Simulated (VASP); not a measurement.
# Au (Fm-3m) in VASP: further runs, part 2 of 2

VASP 6.6.1. Earlier steps stand in the parts before.

### Step 3. Single point, r2SCAN (volume scaled by 0.64)

The input, POSCAR:

```
Au
1.0
    0.0000000000      1.7769699321      1.7769699321
    1.7769699321      0.0000000000      1.7769699321
    1.7769699321      1.7769699321      0.0000000000
Au
1
Direct
    0.0000000000      0.0000000000      0.0000000000
```

The input, INCAR.step1:

```
SYSTEM = Au
ALGO     = Normal         ! electronic algorithm
EDIFF    = 1E-4           ! SCF threshold, eV
ENCUT    = 520            ! plane-wave cutoff, eV
GGA      = PE             ! functional
ISMEAR   = -1             ! smearing method
LASPH    = .True.         ! aspherical terms in the spheres
LCHARG   = .False.        ! write CHGCAR
LREAL    = .False.        ! projectors in reciprocal space
LWAVE    = .True.         ! write WAVECAR
NBANDS   = 12             ! bands
NELM     = 60             ! most SCF steps
PREC     = Accurate       ! precision mode
SIGMA    = 0.05           ! smearing width, eV
```

The input, INCAR.step2:

```
SYSTEM = Au
ALGO     = Normal         ! electronic algorithm
EDIFF    = 1E-7           ! SCF threshold, eV
ENCUT    = 520            ! plane-wave cutoff, eV
ISIF     = 2              ! what is computed and relaxed
ISMEAR   = -1             ! smearing method
ISTART   = 1            
LASPH    = .True.         ! aspherical terms in the spheres
LCHARG   = .False.        ! write CHGCAR
LMIXTAU  = .True.       
LREAL    = .False.        ! projectors in reciprocal space
LWAVE    = .False.        ! write WAVECAR
METAGGA  = R2SCAN         ! meta-GGA
NBANDS   = 12             ! bands
NELM     = 60             ! most SCF steps
PREC     = Accurate       ! precision mode
SIGMA    = 0.05           ! smearing width, eV
```

The input, KPOINTS:

```
k-points
0
Gamma
  16 16 16
  0 0 0
```

Potentials or basis: VASP PAW PBE potentials, release 64 (Au).

Run with:

```console
> cat potpaw_PBE.64/Au/POTCAR > POTCAR
> cp INCAR.step1 INCAR
> mpirun -np 1 vasp_std > vasp.out
> cp INCAR.step2 INCAR
> mpirun -np 1 vasp_std > vasp.out
```

OUTCAR:

```text
SYSTEM = Au
   EDIFF = 1E-7
   ENCUT = 520
   ISIF = 2
   ISMEAR = -1
   ISTART = 1
   LASPH = .True.
   LREAL = .False.
   METAGGA = R2SCAN
   NELM = 60
   PREC = Accurate

 ion  position               nearest neighbor table
   1  0.000  0.000  0.000-

  LATTYP: Found a face centered cubic cell.
 ALAT       =     3.5539398642

  Lattice vectors:

 A1 = (   0.0000000000,   1.7769699321,   1.7769699321)
 A2 = (   1.7769699321,   0.0000000000,   1.7769699321)
 A3 = (   1.7769699321,   1.7769699321,   0.0000000000)

Analysis of symmetry for initial positions (statically):
=====================================================================
 Subroutine PRICEL returns:
 Original cell was already a primitive cell.

 Routine SETGRP: Setting up the symmetry group for a
 face centered cubic supercell.

 Subroutine GETGRP returns: Found 48 space group operations
 (whereof 48 operations were pure point group operations)
 out of a pool of 48 trial point group operations.

The static configuration has the point symmetry O_h .

Analysis of symmetry for dynamics (positions and initial velocities):
=====================================================================
 Subroutine PRICEL returns:
 Original cell was already a primitive cell.

 Routine SETGRP: Setting up the symmetry group for a
 face centered cubic supercell.

 Subroutine GETGRP returns: Found 48 space group operations
 (whereof 48 operations were pure point group operations)
 out of a pool of 48 trial point group operations.

The dynamic configuration has the point symmetry O_h .

 Subroutine INISYM returns: Found 48 space group operations
 (whereof 48 operations are pure point group operations),
 and found     1 'primitive' translations

----------------------------------------------------------------------------------------

                                     Primitive cell

  volume of cell :      11.2220

  direct lattice vectors                    reciprocal lattice vectors
     0.000000000  1.776969932  1.776969932    -0.281377862  0.281377862  0.281377862
     1.776969932  0.000000000  1.776969932     0.281377862 -0.281377862  0.281377862
     1.776969932  1.776969932  0.000000000     0.281377862  0.281377862 -0.281377862

  length of vectors
     2.513014978  2.513014978  2.513014978     0.487360753  0.487360753  0.487360753

  position of ions in fractional coordinates (direct lattice)
     0.000000000  0.000000000  0.000000000

  ion indices of the primitive-cell ions
   primitive index   ion index
                 1           1

----------------------------------------------------------------------------------------

 KPOINTS: k-points

Automatic generation of k-mesh.
 Grid dimensions read from file:
 generate k-points for:   16   16   16

 Generating k-lattice:

  Cartesian coordinates                     Fractional coordinates (reciprocal lattice)
    -0.017586116  0.017586116  0.017586116     0.062500000  0.000000000  0.000000000
     0.017586116 -0.017586116  0.017586116     0.000000000  0.062500000  0.000000000
     0.017586116  0.017586116 -0.017586116     0.000000000  0.000000000  0.062500000

  Length of vectors
     0.030460047  0.030460047  0.030460047

  Shift w.r.t. Gamma in fractional coordinates (k-lattice)
     0.000000000  0.000000000  0.000000000

 Subroutine IBZKPT returns following result:
 ===========================================

 Found    145 irreducible k-points:

 Following reciprocal coordinates:
            Coordinates               Weight
  0.000000  0.000000  0.000000      1.000000
  0.062500  0.000000  0.000000      8.000000
  0.125000  0.000000  0.000000      8.000000
  0.187500  0.000000  0.000000      8.000000
  0.250000  0.000000  0.000000      8.000000
  0.312500  0.000000  0.000000      8.000000
[... 16 lines left out ...]
 -0.125000  0.062500  0.000000     24.000000
 -0.062500  0.062500  0.000000     12.000000
 [... further k-points ...]
   k-points           NKPTS =    145   k-points in BZ     NKDIM =    145   number of bands    NBANDS=     12
   number of dos      NEDOS =    301   number of ions     NIONS =      1
   total plane-waves  NPLWV =   8000
   dimension x,y,z NGX =    20 NGY =   20 NGZ =   20
   dimension x,y,z NGXF=    40 NGYF=   40 NGZF=   40
   ions per type =               1
   NGX,Y,Z   is equivalent  to a cutoff of  13.23, 13.23, 13.23 a.u.
   NGXF,Y,Z  is equivalent  to a cutoff of  26.46, 26.46, 26.46 a.u.
 SYSTEM =  Au
   PREC   = accura    normal or accurate (medium, high low for compatibility)
   ISTART =      1    job   : 0-new  1-cont  2-samecut
   ICHARG =      0    charge: 1-file 2-atom 10-const
   ISPIN  =      1    spin polarized calculation?
   LNONCOLLINEAR =      F non collinear calculations
   LSORBIT =      F    spin-orbit coupling
   LASPH  =      T    aspherical Exc in radial PAW
   ENCUT  =  520.0 eV  38.22 Ry    6.18 a.u.   4.67  4.67  4.67*2*pi/ulx,y,z
   NELM   =     60;   NELMIN=  2; NELMDL=  0     # of ELM steps
   EDIFF  = 0.1E-06   stopping-criterion for ELM
   LREAL  =      F    real-space projection
   EDIFFG = 0.1E-05   stopping-criterion for IOM
   NSW    =      0    number of steps for IOM
   IBRION =     -1    ionic relax: 0-MD 1-quasi-New 2-CG
   NFREE  =      0    steps in history (QN), initial steepest desc. (CG)
   ISIF   =      2    stress and relaxation
   ISYM   =      2    0-nonsym 1-usesym 2-fastsym
   POTIM  = 0.5000    time-step for ionic-motion
   TEBEG  =    0.0;   TEEND  =   0.0 temperature during run
   PSTRESS=    0.0 pullay stress
   NELECT =      11.0000    total number of electrons
   NUPDOWN=      -1.0000    fix difference up-down
   EMIN   =  10.00;   EMAX   =-10.00  energy-range for DOS
   EFERMI =   0.00;   METHOD = LEGACY
   ISMEAR =    -1;   SIGMA  =   0.05  broadening in eV -4-tet -1-fermi 0-gaus
   EFERMI_NEDOS =   21; number of points for ismear=-14 and -15
   IALGO  =     38    algorithm
   IMIX   =      4    mixing-type and parameters
     AMIX     =   0.40;   BMIX     =  1.00
     AMIX_MAG =   1.60;   BMIX_MAG =  1.00
  volume/ion in A,a.u.               =      11.22        75.73
  Fermi-wavevector in a.u.,A,eV,Ry     =   1.626231  3.073132 35.982352  2.644628
  Thomas-Fermi vector in A             =   2.719224
   LORBIT       =      0    0 simple, 1 ext, 2 COOP (PROOUT), +10 PAW based schemes
   METAGGA = R2SCAN    functional components
   LHFCALC =     F    Hartree Fock is set to
   AEXX    =    0.0000 exact exchange contribution
   IVDW    =     0    specifies the selected vdW correction
   LEPSILON=     F    determine dielectric tensor
   LRPA    =     F    only Hartree local field effects (RPA)
 non-spin polarized calculation
  energy-cutoff  :      520.00
  volume of cell :       11.22
 maximum number of plane-waves:       314
   NGX =  9   NGY =  9   NGZ =  9

 number of electron      11.0000000 magnetization

 Free energy of the ion-electron system (eV)
  ---------------------------------------------------
  ext. energy  EPLUGINS =         0.00000000
  ---------------------------------------------------
  free energy    TOTEN  =       -47.54298005 eV

  energy without entropy =      -47.53991959  energy(sigma->0) =      -47.54144982

 E-fermi :  18.6565     XC(G=0): -16.7573

 val. band max:       18.6170950759   @ k =  -0.2500   0.2500   0.0625
 cond. band min:      18.6762596295   @ k =   0.5000   0.2500   0.1250
 fundamental gap:      0.0591645536
 Fermi energy:        18.6564652596

 k-point     1 :       0.0000    0.0000    0.0000
  band No.  band energies     occupation
      1       2.5157      2.00000
      2      10.0201      2.00000
      3      10.0201      2.00000
      4      10.0201      2.00000
      5      13.1899      2.00000
      6      13.1899      2.00000
      7      31.7113      0.00000
      8      38.5332      0.00000
      9      38.5332      0.00000
     10      38.5332      0.00000
     11      45.4850      0.00000
     12      53.9053      0.00000

 k-point     2 :       0.0625    0.0000    0.0000
  band No.  band energies     occupation
      1       2.7306      2.00000
      2       9.9143      2.00000
      3      10.1113      2.00000
      4      10.1113      2.00000
      5      13.1316      2.00000
      6      13.1316      2.00000
      7      32.0805      0.00000
      8      37.5971      0.00000
      9      38.8942      0.00000
     10      38.8942      0.00000
     11      46.6648      0.00000
     12      53.5560      0.00000
[... 316 lines left out ...]
 k-point    24 :      -0.0625    0.0625    0.0000
  band No.  band energies     occupation
      1       3.0790      2.00000
      2       9.7177      2.00000
      3      10.2356      2.00000
      4      10.3099      2.00000
      5      12.8821      2.00000
      6      13.2223      2.00000
      7      32.6668      0.00000
      8      36.7248      0.00000
      9      38.8529      0.00000
     10      39.7791      0.00000
     11      48.1314      0.00000
     12      52.1321      0.00000

 [... further k-points ...]
[... 5 lines left out ...]
  --------------------------------------------------------------------------------------
  -------------------------------------------------------------------------------------
  Total       17.4044625     17.4044625     17.4044625     -0.0000000      0.0000000      0.0000000
  in kB     2484.8545038   2484.8545038   2484.8545038     -0.0000000      0.0000000      0.0000000
  external PRESSURE =    2484.8545038 kB  Pullay stress =       0.0000000 kB

 VOLUME and BASIS-vectors are now :
 -----------------------------------------------------------------------------
  energy-cutoff  :      520.00
  volume of cell :       11.22
      direct lattice vectors                 reciprocal lattice vectors
     0.000000000  1.776969932  1.776969932    -0.281377862  0.281377862  0.281377862
     1.776969932  0.000000000  1.776969932     0.281377862 -0.281377862  0.281377862
     1.776969932  1.776969932  0.000000000     0.281377862  0.281377862 -0.281377862

 POSITION                                       TOTAL-FORCE (eV/Angst)
 -----------------------------------------------------------------------------------
      0.00000      0.00000      0.00000         0.000000      0.000000      0.000000
 -----------------------------------------------------------------------------------
    total drift:                                0.000000     -0.000000     -0.000000

  FREE ENERGIE OF THE ION-ELECTRON SYSTEM (eV)
  ---------------------------------------------------
  free  energy   TOTEN  =       -47.5429800544 eV

  energy  without entropy=      -47.5399195936  energy(sigma->0) =      -47.54144982
```

Wall time 2 min (1 thread of Intel Xeon 8259CL, shared host); peak memory 0.14 GiB.

Results:

```yaml
Free_energy: -47.5430 eV
Pressure: 248.5 GPa
```

Levels at points of the mesh, in eV from the Fermi level:
| k point | band 3 | band 4 | band 5 | band 6 | band 7 | band 8 | band 9 | band 10 |
| --- | --- | --- | --- | --- | --- | --- | --- | --- |
| (0.00, 0.00, 0.00) | -8.64 | -8.64 | -5.47 | -5.47 | 13.05 | 19.88 | 19.88 | 19.88 |
| (0.50, 0.00, 0.00) | -8.79 | -3.52 | -2.91 | -2.91 | 5.93 | 12.71 | 20.28 | 20.28 |
| (0.50, 0.50, 0.00) | -2.99 | -2.19 | -2.19 | -0.49 | 10.23 | 11.17 | 11.17 | 22.90 |

Caveat: the PAW data sets were made with another functional, which shifts forces and pressure a little; spin-orbit coupling is left out, which moves the levels of the heavy elements.

### Step 4. Single point, r2SCAN (volume scaled by 0.72)

The input, POSCAR:

```
Au
1.0
    0.0000000000      1.8481232049      1.8481232049
    1.8481232049      0.0000000000      1.8481232049
    1.8481232049      1.8481232049      0.0000000000
Au
1
Direct
    0.0000000000      0.0000000000      0.0000000000
```

The input, INCAR.step1:

```
PREC     = Accurate       # precision mode
ENCUT    = 520            # plane-wave cutoff, eV
ISMEAR   = -1             # smearing method
SIGMA    = 0.05           # smearing width, eV
LREAL    = False          # projectors in reciprocal space
LASPH    = True           # aspherical terms in the spheres
NELM     = 60             # most SCF steps
NBANDS   = 12             # bands
GGA      = PE             # functional
ALGO     = Normal         # electronic algorithm
EDIFF    = 1E-4           # SCF threshold, eV
LWAVE    = True           # write WAVECAR
LCHARG   = False          # write CHGCAR
```

The input, INCAR.step2:

```
PREC     = Accurate       # precision mode
ENCUT    = 520            # plane-wave cutoff, eV
EDIFF    = 1E-7           # SCF threshold, eV
ISMEAR   = -1             # smearing method
SIGMA    = 0.05           # smearing width, eV
LREAL    = False          # projectors in reciprocal space
LASPH    = True           # aspherical terms in the spheres
NELM     = 60             # most SCF steps
ALGO     = Normal         # electronic algorithm
ISIF     = 2              # what is computed and relaxed
LWAVE    = False          # write WAVECAR
LCHARG   = True           # write CHGCAR
METAGGA  = R2SCAN         # meta-GGA
LMIXTAU  = True         
LELF     = True           # ELF
LVHAR    = True         
NBANDS   = 12             # bands
ISTART   = 1
```

The input, KPOINTS:

```
Automatic mesh
0
Gamma
  16 16 16
```

Run with:

```console
> cat potpaw_PBE.64/Au/POTCAR > POTCAR
> cp INCAR.step1 INCAR
> mpirun -np 1 vasp_std > vasp.out
> cp INCAR.step2 INCAR
> mpirun -np 1 vasp_std > vasp.out
```

It took 2.4 min on 1 thread of Intel Xeon 8259CL, shared host; peak memory 0.15 GiB.

Results (log left out):

| Item | Value |
| --- | --- |
| Free energy | -49.1634 eV |
| Pressure | 132.8 GPa |

Levels at points of the mesh, in eV from the Fermi level:
| k point | band 2 | band 3 | band 4 | band 5 | band 6 | band 7 | band 8 | band 9 | band 10 | band 11 |
| --- | --- | --- | --- | --- | --- | --- | --- | --- | --- | --- |
| (0.00, 0.00, 0.00) | -7.32 | -7.32 | -7.32 | -4.72 | -4.72 | 14.05 | 20.06 | 20.06 | 20.06 | 26.52 |
| (0.50, 0.00, 0.00) | -7.43 | -7.43 | -2.66 | -2.63 | -2.63 | 5.03 | 13.64 | 19.84 | 19.84 | 31.00 |
| (0.50, 0.50, 0.00) | -10.77 | -2.70 | -2.04 | -2.04 | 0.01 | 8.85 | 11.11 | 11.11 | 21.52 | 25.29 |

Caveat: the PAW data sets were made with another functional, which shifts forces and pressure a little; spin-orbit coupling is left out, which moves the levels of the heavy elements.

### Step 5. Single point, r2SCAN (volume scaled by 0.8)

The input, POSCAR:

```
Au
1.0
    0.0000000000      1.9141828324      1.9141828324
    1.9141828324      0.0000000000      1.9141828324
    1.9141828324      1.9141828324      0.0000000000
Au
1
Direct
    0.0000000000      0.0000000000      0.0000000000
```

The input, INCAR.step1:

```
PREC = Accurate
ENCUT = 520
ISMEAR = -1
SIGMA = 0.05
LREAL = False
LASPH = True
NELM = 60
NBANDS = 12
GGA = PE
ALGO = Normal
EDIFF = 1E-4
LWAVE = True
LCHARG = False
```

The input, INCAR.step2:

```
PREC = Accurate
ENCUT = 520
EDIFF = 1E-6
ISMEAR = -1
SIGMA = 0.05
LREAL = False
LASPH = True
NELM = 60
ALGO = Normal
ISIF = 2
LWAVE = False
LCHARG = False
METAGGA = R2SCAN
LMIXTAU = True
NBANDS = 12
ISTART = 1
```

The input, KPOINTS:

```
regular mesh
0
Gamma
  16 16 16
```

Run with:

```console
> cat potpaw_PBE.64/Au/POTCAR > POTCAR
> cp INCAR.step1 INCAR
> mpirun -np 1 vasp_std > vasp.out
> cp INCAR.step2 INCAR
> mpirun -np 1 vasp_std > vasp.out
```

It took 1.8 min on 1 thread of Intel Xeon 8259CL, shared host; peak memory 0.15 GiB.

The run converged. Its results:

```yaml
Free_energy: -50.0147 eV
Pressure: 67.4 GPa
```

Levels at points of the mesh, in eV from the Fermi level:
```csv
k point,band 4,band 5,band 6,band 7,band 8,band 9
"(0.00, 0.00, 0.00)",-6.34,-4.18,-4.18,14.68,20.01,20.01
"(0.50, 0.00, 0.00)",-2.43,-2.43,-1.95,4.31,14.23,19.28
"(0.50, 0.50, 0.00)",-1.94,-1.94,0.45,7.76,10.96,10.96
```

Caveat: the PAW data sets were made with another functional, which shifts forces and pressure a little; spin-orbit coupling is left out, which moves the levels of the heavy elements.

### Step 6. Single point, r2SCAN (volume scaled by 0.88)

The input, POSCAR:

```
Au
1.0
    0.0000000000      1.9759728752      1.9759728752
    1.9759728752      0.0000000000      1.9759728752
    1.9759728752      1.9759728752      0.0000000000
Au
1
Direct
    0.0000000000      0.0000000000      0.0000000000
```

The input, INCAR.step1:

```
SYSTEM = Au
PREC = Accurate ; ENCUT = 520
ISMEAR = -1 ; SIGMA = 0.05
LREAL = .FALSE. ; LASPH = .TRUE.
NELM = 80 ; NBANDS = 12
GGA = PE ; ALGO = Normal
EDIFF = 1E-4 ; LWAVE = .TRUE.
LCHARG = .FALSE.
```

The input, INCAR.step2:

```
SYSTEM = Au
PREC = Accurate ; ENCUT = 520
EDIFF = 1E-6 ; ISMEAR = -1
SIGMA = 0.05 ; LREAL = .FALSE.
LASPH = .TRUE. ; NELM = 80
ALGO = Normal ; ISIF = 2
LWAVE = .FALSE. ; LCHARG = .FALSE.
METAGGA = R2SCAN ; LMIXTAU = .TRUE.
NBANDS = 12 ; ISTART = 1
```

The input, KPOINTS:

```
regular mesh
0
G
  16 16 16
  0 0 0
```

Potentials or basis: VASP PAW PBE potentials, release 64 (Au).

Run with:

```console
> cat potpaw_PBE.64/Au/POTCAR > POTCAR
> cp INCAR.step1 INCAR
> mpirun -np 1 vasp_std > vasp.out
> cp INCAR.step2 INCAR
> mpirun -np 1 vasp_std > vasp.out
```

Wall time 2.1 min (1 thread of Intel Xeon 8259CL, shared host); peak memory 0.17 GiB.

Results (log left out):

- Free energy: -50.4252 eV
- Pressure: 29.6 GPa

Levels at points of the mesh, in eV from the Fermi level:
| k point | band 4 | band 5 | band 6 | band 7 | band 8 | band 9 |
| --- | --- | --- | --- | --- | --- | --- |
| (0.00, 0.00, 0.00) | -5.58 | -3.75 | -3.75 | 15.09 | 19.81 | 19.81 |
| (0.50, 0.00, 0.00) | -2.26 | -2.26 | -1.34 | 3.74 | 14.61 | 18.68 |
| (0.50, 0.50, 0.00) | -1.86 | -1.86 | 0.84 | 6.88 | 10.79 | 10.79 |

Caveat: the PAW data sets were made with another functional, which shifts forces and pressure a little; spin-orbit coupling is left out, which moves the levels of the heavy elements.

### Step 7. Summary

| cell | gap on the mesh (eV) | pressure (GPa) |
| --- | --- | --- |
| a = 2.389 Å, angles 60.0°, 1 atom | none | 499.2 |
| a = 2.513 Å, angles 60.0°, 1 atom | none | 248.5 |
| a = 2.614 Å, angles 60.0°, 1 atom | none | 132.8 |
| a = 2.707 Å, angles 60.0°, 1 atom | none | 67.4 |
| a = 2.794 Å, angles 60.0°, 1 atom | none | 29.6 |

Alike in all rows: task single point; level r2SCAN; potentials or basis VASP PAW PBE potentials, release 64 (Au); no spin polarisation; k mesh 16 × 16 × 16; cutoff (eV) 520; smearing fermi-dirac 0.05 eV.

Caveats: the PAW data sets were made with another functional, which shifts forces and pressure a little; spin-orbit coupling is left out, which moves the levels of the heavy elements.

Absolute energies hang on the potentials; compare differences alone.
